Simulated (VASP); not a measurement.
Write the native input for VASP 6.6.1 that does the following.

```
Task                   : single point
Functional             : LDA
Potentials or basis    : VASP PAW LDA potentials, release 64 (V_sv)
Cutoff                 : 500 eV
k mesh                 : 20 × 20 × 20
Occupations            : gaussian, width 0.05 eV
Spin                   : collinear spin, ferromagnetic start
Starting moments       : [0.05] μB
Dipole correction      : no
Further INCAR settings : ALGO = Normal; EDIFF = 1e-06; NBANDS = 16
```

The structure of V lies in POSCAR:

```
V
1.0
   -1.4620888496      1.4620888496      1.4620888496
    1.4620888496     -1.4620888496      1.4620888496
    1.4620888496      1.4620888496     -1.4620888496
V
1
Direct
    0.0000000000      0.0000000000      0.0000000000
```

One way to write it, as run:

INCAR

```
PREC     = Accurate       # precision mode
ENCUT    = 500            # plane-wave cutoff, eV
EDIFF    = 1E-6           # SCF threshold, eV
ISMEAR   = 0              # smearing method
SIGMA    = 0.05           # smearing width, eV
LREAL    = F              # projectors in reciprocal space
LASPH    = T              # aspherical terms in the spheres
NELM     = 200            # most SCF steps
ALGO     = Normal         # electronic algorithm
ISIF     = 2              # what is computed and relaxed
LWAVE    = F              # write WAVECAR
LCHARG   = F              # write CHGCAR
ISPIN    = 2              # spin polarisation
MAGMOM   = 0.05           # initial moments
LORBIT   = 11             # projections on sites
LMAXMIX  = 4              # l up to which the mixer works
NBANDS   = 16             # bands
GGA_COMPAT= F
```

KPOINTS

```
regular mesh
0
Gamma
  20 20 20
```

Potentials or basis: VASP PAW LDA potentials, release 64 (V_sv).

The run is started by

```console
$ cat potpaw_LDA.64/V_sv/POTCAR > POTCAR
$ mpirun -np 1 vasp_std > vasp.out
```

Results of the run:

```yaml
Pressure: 0.8 GPa
Net_moment: 0.00 μB per cell
Valence_electrons_inside_the_program's_atomic_spheres: V 11.81
```

Run time: 26 s on 1 thread of Intel(R) Xeon(R) 6975P-C (Granite Rapids) (shared host), peak memory 0.17 GiB.
